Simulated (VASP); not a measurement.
# Ti2O in VASP: a series of runs

The runs below take Ti2O through single point, with PBEsol.

Everything below comes from runs of VASP 6.6.1. Logs are shortened: lines on timing, memory, paths and dates and some standing lists are left out, and cuts for length are marked.

## 1. The cell of the first run

The typed cell holds 3 atoms: a = 2.944 Å, b = 2.921 Å, c = 4.708 Å, α = 88.48°, β = 91.82°, γ = 119.47°.

## 2. Single point, PBEsol

Input file INCAR:

```
  PREC = Accurate
  ENCUT = 520
  EDIFF = 1E-6
  ISMEAR = 0
  SIGMA = 0.1
  LREAL = False
  LASPH = True
  NELM = 100
  ALGO = Normal
  ISIF = 2
  LWAVE = False
  LCHARG = False
  GGA = PS
  NBANDS = 22
```

Input file KPOINTS:

```
Automatic mesh
0
Gamma
  4 4 2
```

Input file POSCAR:

```
Ti2O
1.0
    2.9432780955      0.0201131738     -0.0466091727
   -1.4542205283      2.5333845928      0.0388784197
   -0.0752446324      0.0290314697      4.7072549871
Ti O
2 1
Direct
    0.6755482196      0.3348340732      0.2828520726
    0.3249469338      0.6615028209      0.7101950052
    0.0014606901     -0.0158981989     -0.0027680215
```

Potentials or basis: VASP PAW PBE potentials, release 64 (Ti_sv, O).

Run with:

```bash
> cat potpaw_PBE.64/Ti_sv/POTCAR potpaw_PBE.64/O/POTCAR > POTCAR
> mpirun -np 1 vasp_std > vasp.out
```

OUTCAR:

```text
PREC = Accurate
   ENCUT = 520
   EDIFF = 1E-6
   ISMEAR = 0
   LREAL = False
   LASPH = True
   NELM = 100
   ISIF = 2
   GGA = PS

 ion  position               nearest neighbor table
   1  0.676  0.335  0.283-   3 2.12   3 2.17   3 2.21   2 2.58   2 2.63   2 2.69
   2  0.325  0.662  0.710-   3 2.16   3 2.17   3 2.18   1 2.58   1 2.63   1 2.69
   3  0.001  0.984  0.997-   1 2.12   2 2.16   1 2.17   2 2.17   2 2.18   1 2.21

  LATTYP: Found a triclinic cell.
 ALAT       =     2.9437158324
 B/A-ratio  =     0.9924033716
 C/A-ratio  =     1.5993207614
 COS(alpha) =     0.0266098687
 COS(beta)  =     0.0317690915
 COS(gamma) =     0.4920014989

  Lattice vectors:

 A1 = (   2.9432780955,   0.0201131738,  -0.0466091727)
 A2 = (   1.4542205283,  -2.5333845928,  -0.0388784197)
 A3 = (   0.0752446324,  -0.0290314697,  -4.7072549871)

Analysis of symmetry for initial positions (statically):
=====================================================================
 Subroutine PRICEL returns:
 Original cell was already a primitive cell.

 Routine SETGRP: Setting up the symmetry group for a
 triclinic supercell.

 Subroutine GETGRP returns: Found  1 space group operations
 (whereof  1 operations were pure point group operations)
 out of a pool of  2 trial point group operations.

The static configuration has the point symmetry C_1 .

Analysis of symmetry for dynamics (positions and initial velocities):
=====================================================================
 Subroutine PRICEL returns:
 Original cell was already a primitive cell.

 Routine SETGRP: Setting up the symmetry group for a
 triclinic supercell.

 Subroutine GETGRP returns: Found  1 space group operations
 (whereof  1 operations were pure point group operations)
 out of a pool of  2 trial point group operations.

The dynamic configuration has the point symmetry C_1 .

 Subroutine INISYM returns: Found  1 space group operations
 (whereof  1 operations are pure point group operations),
 and found     1 'primitive' translations

----------------------------------------------------------------------------------------

                                     Primitive cell

  volume of cell :      35.2268

  direct lattice vectors                    reciprocal lattice vectors
     2.943278096  0.020113174 -0.046609173     0.338496581  0.194240104  0.004212853
    -1.454220528  2.533384593  0.038878420    -0.002726075  0.393201910 -0.002468605
    -0.075244632  0.029031470  4.707254987     0.003374160 -0.001324275  0.212500138

  length of vectors
     2.943715832  2.921353517  4.707945847     0.390290791  0.393219109  0.212531050

  position of ions in fractional coordinates (direct lattice)
     0.675548220  0.334834073  0.282852073
     0.324946934  0.661502821  0.710195005
     0.001460690  0.984101801  0.997231978

  ion indices of the primitive-cell ions
   primitive index   ion index
                 1           1
                 2           2
                 3           3

----------------------------------------------------------------------------------------

 KPOINTS: Automatic mesh

Automatic generation of k-mesh.
 Grid dimensions read from file:
 generate k-points for:    4    4    2

 Generating k-lattice:

  Cartesian coordinates                     Fractional coordinates (reciprocal lattice)
     0.084624145  0.048560026  0.001053213     0.250000000  0.000000000  0.000000000
    -0.000681519  0.098300478 -0.000617151    -0.000000000  0.250000000  0.000000000
     0.001687080 -0.000662137  0.106250069     0.000000000  0.000000000  0.500000000

  Length of vectors
     0.097572698  0.098304777  0.106265525

  Shift w.r.t. Gamma in fractional coordinates (k-lattice)
     0.000000000  0.000000000  0.000000000

 Subroutine IBZKPT returns following result:
 ===========================================

 Found     20 irreducible k-points:

 Following reciprocal coordinates:
            Coordinates               Weight
  0.000000  0.000000  0.000000      1.000000
  0.250000  0.000000  0.000000      2.000000
  0.500000  0.000000  0.000000      1.000000
  0.000000  0.250000 -0.000000      2.000000
  0.250000  0.250000  0.000000      2.000000
  0.500000  0.250000  0.000000      2.000000
[... 12 lines left out ...]
  0.250000  0.500000  0.500000      2.000000
  0.500000  0.500000  0.500000      1.000000
   k-points           NKPTS =     20   k-points in BZ     NKDIM =     20   number of bands    NBANDS=     22
   number of dos      NEDOS =    301   number of ions     NIONS =      3
   total plane-waves  NPLWV =  20736
   dimension x,y,z NGX =    24 NGY =   24 NGZ =   36
   dimension x,y,z NGXF=    48 NGYF=   48 NGZF=   72
   ions per type =               2   1
   NGX,Y,Z   is equivalent  to a cutoff of  13.55, 13.66, 12.71 a.u.
   NGXF,Y,Z  is equivalent  to a cutoff of  27.11, 27.32, 25.42 a.u.
 SYSTEM =  unknown system
   PREC   = accura    normal or accurate (medium, high low for compatibility)
   ISTART =      0    job   : 0-new  1-cont  2-samecut
   ICHARG =      2    charge: 1-file 2-atom 10-const
   ISPIN  =      1    spin polarized calculation?
   LNONCOLLINEAR =      F non collinear calculations
   LSORBIT =      F    spin-orbit coupling
   LASPH  =      T    aspherical Exc in radial PAW
   ENCUT  =  520.0 eV  38.22 Ry    6.18 a.u.   5.47  5.43  8.75*2*pi/ulx,y,z
   NELM   =    100;   NELMIN=  2; NELMDL= -5     # of ELM steps
   EDIFF  = 0.1E-05   stopping-criterion for ELM
   LREAL  =      F    real-space projection
   EDIFFG = 0.1E-04   stopping-criterion for IOM
   NSW    =      0    number of steps for IOM
   IBRION =     -1    ionic relax: 0-MD 1-quasi-New 2-CG
   NFREE  =      0    steps in history (QN), initial steepest desc. (CG)
   ISIF   =      2    stress and relaxation
   ISYM   =      2    0-nonsym 1-usesym 2-fastsym
   POTIM  = 0.5000    time-step for ionic-motion
   TEBEG  =    0.0;   TEEND  =   0.0 temperature during run
   PSTRESS=    0.0 pullay stress
   NELECT =      30.0000    total number of electrons
   NUPDOWN=      -1.0000    fix difference up-down
   EMIN   =  10.00;   EMAX   =-10.00  energy-range for DOS
   EFERMI =   0.00;   METHOD = LEGACY
   ISMEAR =     0;   SIGMA  =   0.10  broadening in eV -4-tet -1-fermi 0-gaus
   EFERMI_NEDOS =   21; number of points for ismear=-14 and -15
   IALGO  =     38    algorithm
   IMIX   =      4    mixing-type and parameters
     AMIX     =   0.40;   BMIX     =  1.00
     AMIX_MAG =   1.60;   BMIX_MAG =  1.00
  volume/ion in A,a.u.               =      11.74        79.24
  Fermi-wavevector in a.u.,A,eV,Ry     =   1.551758  2.932398 32.762204  2.407954
  Thomas-Fermi vector in A             =   2.656232
   LORBIT       =      0    0 simple, 1 ext, 2 COOP (PROOUT), +10 PAW based schemes
   GGA     = PS    functional components
   LHFCALC =     F    Hartree Fock is set to
   AEXX    =    0.0000 exact exchange contribution
   IVDW    =     0    specifies the selected vdW correction
   LEPSILON=     F    determine dielectric tensor
   LRPA    =     F    only Hartree local field effects (RPA)
 non-spin polarized calculation
 Gauss-broadening in eV      SIGMA  =   0.10
  energy-cutoff  :      520.00
  volume of cell :       35.23
 maximum number of plane-waves:       972
 NGX is ok and might be reduce to    24
   NGX = 11   NGY = 11   NGZ = 17

 number of electron      30.0000000 magnetization

 Free energy of the ion-electron system (eV)
  ---------------------------------------------------
  ext. energy  EPLUGINS =         0.00000000
  ---------------------------------------------------
  free energy    TOTEN  =       -27.39033421 eV

  energy without entropy =      -27.38657392  energy(sigma->0) =      -27.38845406

 E-fermi :   9.8979     XC(G=0): -12.6440

 val. band max:        9.8386745941   @ k =   0.0000   0.5000   0.5000
 cond. band min:       9.9409729268   @ k =   0.5000   0.5000   0.5000
 fundamental gap:      0.1022983327
 Fermi energy:         9.8979114443

 k-point     1 :       0.0000    0.0000    0.0000
  band No.  band energies     occupation
      1     -46.8621      2.00000
      2     -46.6493      2.00000
      3     -23.6732      2.00000
      4     -22.9536      2.00000
      5     -22.9057      2.00000
      6     -22.7904      2.00000
[... 14 lines left out ...]
     21      11.7008      0.00000
     22      14.1072      0.00000

 k-point     2 :       0.2500    0.0000    0.0000
  band No.  band energies     occupation
      1     -46.7959      2.00000
      2     -46.6418      2.00000
      3     -23.5186      2.00000
      4     -23.2534      2.00000
      5     -23.0262      2.00000
      6     -22.9998      2.00000
[... 14 lines left out ...]
     21      12.6756      0.00000
     22      13.3157      0.00000

 k-point     3 :       0.5000    0.0000    0.0000
  band No.  band energies     occupation
      1     -46.7040      2.00000
      2     -46.6593      2.00000
      3     -23.5386      2.00000
      4     -23.4334      2.00000
      5     -23.0888      2.00000
      6     -23.0328      2.00000
[... 14 lines left out ...]
     21      13.3580      0.00000
     22      13.3744      0.00000

 k-point     4 :       0.0000    0.2500   -0.0000
  band No.  band energies     occupation
      1     -46.7964      2.00000
      2     -46.6377      2.00000
      3     -23.5220      2.00000
      4     -23.2441      2.00000
      5     -23.0322      2.00000
      6     -23.0170      2.00000
[... 14 lines left out ...]
     21      12.6263      0.00000
     22      13.3639      0.00000

 k-point     5 :       0.2500    0.2500    0.0000
  band No.  band energies     occupation
      1     -46.7101      2.00000
      2     -46.6497      2.00000
      3     -23.4521      2.00000
      4     -23.3575      2.00000
      5     -23.2562      2.00000
      6     -23.0037      2.00000
[... 14 lines left out ...]
     21      13.5292      0.00000
     22      14.2363      0.00000

 k-point     6 :       0.5000    0.2500    0.0000
  band No.  band energies     occupation
      1     -46.7163      2.00000
      2     -46.6421      2.00000
      3     -23.4328      2.00000
      4     -23.3343      2.00000
      5     -23.3083      2.00000
      6     -23.0117      2.00000
[... 14 lines left out ...]
     21      13.5477      0.00000
     22      14.2779      0.00000

 k-point     7 :      -0.2500    0.2500   -0.0000
  band No.  band energies     occupation
      1     -46.7985      2.00000
      2     -46.6342      2.00000
      3     -23.5245      2.00000
      4     -23.2236      2.00000
      5     -23.0391      2.00000
      6     -23.0311      2.00000
[... 224 lines left out ...]
      6     -23.0330      2.00000
[... 14 lines left out ...]
     21      13.4506      0.00000
     22      13.5153      0.00000

 k-point    17 :      -0.2500    0.2500    0.5000
  band No.  band energies     occupation
      1     -46.7803      2.00000
      2     -46.6529      2.00000
      3     -23.4300      2.00000
      4     -23.3052      2.00000
      5     -23.0142      2.00000
      6     -22.9789      2.00000
[... 14 lines left out ...]
     21      12.5535      0.00000
     22      13.9247      0.00000

 k-point    18 :       0.0000    0.5000    0.5000
  band No.  band energies     occupation
      1     -46.7034      2.00000
      2     -46.6528      2.00000
      3     -23.5621      2.00000
      4     -23.5505      2.00000
      5     -23.0710      2.00000
      6     -22.9441      2.00000
[... 14 lines left out ...]
     21      13.4155      0.00000
     22      14.4552      0.00000

 k-point    19 :       0.2500    0.5000    0.5000
  band No.  band energies     occupation
      1     -46.7115      2.00000
      2     -46.6433      2.00000
      3     -23.4770      2.00000
      4     -23.4360      2.00000
      5     -23.2553      2.00000
      6     -23.0361      2.00000
[... 14 lines left out ...]
     21      13.4774      0.00000
     22      13.5478      0.00000

 k-point    20 :       0.5000    0.5000    0.5000
  band No.  band energies     occupation
      1     -46.7175      2.00000
      2     -46.6357      2.00000
      3     -23.5639      2.00000
      4     -23.5303      2.00000
      5     -23.0857      2.00000
      6     -22.9925      2.00000
[... 14 lines left out ...]
     21      13.3986      0.00000
     22      14.6254      0.00000

------------------------ aborting loop because EDIFF is reached ----------------------------------------

  FORCE on cell =-STRESS in cart. coord.  units (eV):
  Direction    XX          YY          ZZ          XY          YZ          ZX
  --------------------------------------------------------------------------------------
  -------------------------------------------------------------------------------------
  Total       -0.5712350     -0.3532459      2.6978873     -0.1615750     -0.3080159      0.7673986
  in kB      -25.9807628    -16.0662396    122.7046261     -7.3487143    -14.0091006     34.9026297
  external PRESSURE =      26.8858745 kB  Pullay stress =       0.0000000 kB

 VOLUME and BASIS-vectors are now :
 -----------------------------------------------------------------------------
  energy-cutoff  :      520.00
  volume of cell :       35.23
      direct lattice vectors                 reciprocal lattice vectors
     2.943278096  0.020113174 -0.046609173     0.338496581  0.194240104  0.004212853
    -1.454220528  2.533384593  0.038878420    -0.002726075  0.393201910 -0.002468605
    -0.075244632  0.029031470  4.707254987     0.003374160 -0.001324275  0.212500138

 POSITION                                       TOTAL-FORCE (eV/Angst)
 -----------------------------------------------------------------------------------
      1.48012      0.87006      1.31299         0.006879     -0.196084     -2.382113
     -0.05900      1.70299      3.35364         0.140111     -0.038130      2.441561
     -1.50184      2.52209      4.73242        -0.146990      0.234214     -0.059447
 -----------------------------------------------------------------------------------
    total drift:                               -0.000135      0.000149     -0.000054

  FREE ENERGIE OF THE ION-ELECTRON SYSTEM (eV)
  ---------------------------------------------------
  free  energy   TOTEN  =       -27.3903342123 eV

  energy  without entropy=      -27.3865739151  energy(sigma->0) =      -27.38845406
```

It took 18 s on 1 thread of Intel Xeon Platinum 8375C at 2.90GHz (Ice Lake), shared host; peak memory 0.16 GiB.

What came out:

* Free energy: -27.3903 eV
* Pressure: 2.7 GPa
* Largest force: 2.446 eV/Å
* Band gap on the k mesh: zero (band 15 reaches 10.31 eV, above the bottom of band 16 at 9.72 eV)

Forces on the atoms (eV/Å):
```
Ti   0.007 -0.196 -2.382
Ti   0.140 -0.038  2.442
O   -0.147  0.234 -0.059
```

Levels at points of the mesh, in eV from the Fermi level:
| k point | band 11 | band 12 | band 13 | band 14 | band 15 | band 16 | band 17 | band 18 | band 19 | band 20 |
| --- | --- | --- | --- | --- | --- | --- | --- | --- | --- | --- |
| (0.00, 0.00, 0.00) | -5.24 | -5.10 | -3.54 | -0.39 | 0.41 | 0.56 | 0.80 | 0.90 | 1.04 | 1.52 |
| (0.50, 0.00, 0.00) | -6.44 | -5.67 | -2.63 | -1.14 | -0.38 | 1.37 | 1.77 | 3.01 | 3.15 | 3.27 |
| (0.00, 0.50, 0.00) | -6.45 | -5.71 | -2.67 | -1.19 | -0.31 | 1.36 | 1.79 | 3.07 | 3.19 | 3.24 |
| (0.50, 0.50, 0.00) | -6.48 | -5.84 | -2.68 | -1.28 | -0.10 | 1.58 | 1.79 | 3.07 | 3.25 | 3.26 |
| (0.00, 0.00, 0.50) | -5.36 | -5.20 | -1.94 | -1.25 | 0.14 | 0.31 | 1.64 | 2.01 | 2.09 | 2.28 |
| (0.50, 0.00, 0.50) | -6.48 | -5.56 | -1.38 | -1.23 | -0.57 | -0.17 | 0.92 | 3.11 | 3.15 | 3.35 |
| (0.00, 0.50, 0.50) | -6.47 | -5.60 | -1.42 | -1.27 | -0.60 | -0.06 | 0.85 | 3.10 | 3.17 | 3.37 |
| (0.50, 0.50, 0.50) | -6.49 | -5.71 | -1.40 | -1.32 | -0.55 | 0.04 | 0.72 | 3.08 | 3.24 | 3.31 |

Caveat: the k points lie up to 0.67 Å⁻¹ apart; the PAW data sets were made with another functional, which shifts forces and pressure a little.

## 3. Single point, PBEsol

This run uses another cell than the first one, of 11.60 Å³/atom, 0.988 times its volume.

Input file INCAR:

```
PREC = Accurate
ENCUT = 520
EDIFF = 1E-6
ISMEAR = 0
SIGMA = 0.1
LREAL = False
LASPH = True
NELM = 80
ALGO = Normal
ISIF = 2
LWAVE = False
LCHARG = False
GGA = PS
NBANDS = 22
```

Input file KPOINTS:

```
regular mesh
0
Gamma
  6 6 4
```

Input file POSCAR:

```
Ti2O
1.0
    2.9193980238      0.0000000000      0.0000000000
   -1.4596990119      2.5282728524      0.0000000000
    0.0000000000      0.0000000000      4.7130000000
Ti O
2 1
Direct
    0.6666666667      0.3333333333      0.2787400000
    0.3333333333      0.6666666667      0.7212600000
    0.0000000000      0.0000000000      0.0000000000
```

Potentials or basis: VASP PAW PBE potentials, release 64 (Ti_sv, O).

Run with:

```bash
> cat potpaw_PBE.64/Ti_sv/POTCAR potpaw_PBE.64/O/POTCAR > POTCAR
> mpirun -np 1 vasp_std > vasp.out
```

It took 19 s on 1 thread of Intel Xeon Platinum 8375C at 2.90GHz (Ice Lake), shared host; peak memory 0.16 GiB.

The run converged. Its results:

```yaml
Free_energy: -27.5078 eV
Pressure: 4.7 GPa
Largest_force: 1.213 eV/Å
Band_gap_on_the_k_mesh: zero (band 15 reaches 10.65 eV, above the bottom of band 16 at 9.87 eV)
```

Forces in eV/Å, atoms in the order of the input:
```
Ti   0.000  0.000 -1.213
Ti   0.000  0.000  1.213
O    0.000  0.000  0.000
```

Stress tensor (GPa, compression positive):
```
3.30 0.00 0.00
0.00 3.30 0.00
0.00 0.00 7.60
```

Levels at points of the mesh, in eV from the Fermi level:
```
           k point  band 11  band 12  band 13  band 14  band 15  band 16  band 17  band 18  band 19  band 20
(0.00, 0.00, 0.00)    -5.89    -5.89    -3.86    -0.55     0.22     0.31     0.31     0.81     0.81     1.22
(0.50, 0.00, 0.00)    -7.07    -6.43    -2.98    -1.52    -0.59     1.11     1.55     2.84     2.93     3.01
(0.00, 0.00, 0.50)    -5.99    -5.99    -2.16    -1.72    -0.04    -0.04     1.29     1.85     1.85     2.21
(0.50, 0.00, 0.50)    -7.09    -6.33    -1.75    -1.55    -0.76    -0.56     0.67     2.83     2.96     3.12
```

Caveat: the k points lie up to 0.41 Å⁻¹ apart; the PAW data sets were made with another functional, which shifts forces and pressure a little.

## 4. Single point, PBEsol

This run uses another cell than the first one, of 11.60 Å³/atom, 0.988 times its volume.

Input file INCAR:

```
SYSTEM = Ti2O
PREC = Accurate ; ENCUT = 520
EDIFF = 1E-6 ; ISMEAR = 0
SIGMA = 0.1 ; LREAL = .FALSE.
LASPH = .TRUE. ; NELM = 100
ALGO = Normal ; ISIF = 2
LWAVE = .FALSE. ; LCHARG = .FALSE.
GGA = PS ; NBANDS = 22
```

Input file KPOINTS:

```
regular mesh
0
G
  9 9 5
  0 0 0
```

POSCAR is that of step 3.

Run with:

```bash
> cat potpaw_PBE.64/Ti_sv/POTCAR potpaw_PBE.64/O/POTCAR > POTCAR
> mpirun -np 1 vasp_std > vasp.out
```

It took 34 s on 1 thread of Intel Xeon Platinum 8375C at 2.90GHz (Ice Lake), shared host; peak memory 0.17 GiB.

It converged, with:

```yaml
Free_energy: -27.5199 eV
Pressure: 4.6 GPa
Largest_force: 1.300 eV/Å
Band_gap_on_the_k_mesh: zero (band 15 reaches 10.66 eV, above the bottom of band 16 at 10.00 eV)
```

Forces in eV/Å, atoms in the order of the input:
```
Ti   0.000  0.000 -1.300
Ti   0.000  0.000  1.300
O    0.000  0.000  0.000
```

Stress tensor (GPa, compression positive):
```
3.11 0.00 0.00
0.00 3.11 0.00
0.00 0.00 7.71
```

Levels at points of the mesh, in eV from the Fermi level:
```
           k point  band 12  band 13  band 14  band 15  band 16  band 17  band 18  band 19
(0.00, 0.00, 0.00)    -5.75    -3.72    -0.41     0.36     0.45     0.45     0.95     0.95
```

Caveat: the PAW data sets were made with another functional, which shifts forces and pressure a little.

## 5. Summary

| cell | k mesh | gap on the mesh (eV) | pressure (GPa) | largest force (eV/Å) |
| --- | --- | --- | --- | --- |
| a = 2.944, b = 2.921, c = 4.708 Å, angles 88.5, 91.8, 119.5°, 3 atoms | 4 × 4 × 2 | none | 2.7 | 2.45 |
| a = 2.919, b = 2.919, c = 4.713 Å, angles 90.0, 90.0, 120.0°, 3 atoms | 6 × 6 × 4 | none | 4.7 | 1.21 |
| a = 2.919, b = 2.919, c = 4.713 Å, angles 90.0, 90.0, 120.0°, 3 atoms | 9 × 9 × 5 | none | 4.6 | 1.30 |

Alike in all rows: task single point; level PBEsol; potentials or basis VASP PAW PBE potentials, release 64 (Ti_sv, O); no spin polarisation; cutoff (eV) 520; smearing gaussian 0.1 eV.

Caveats: some runs use coarse meshes; the PAW data sets were made with another functional, which shifts forces and pressure a little.

Total energies depend on the potentials used, so only differences within one code and one set of settings carry meaning.
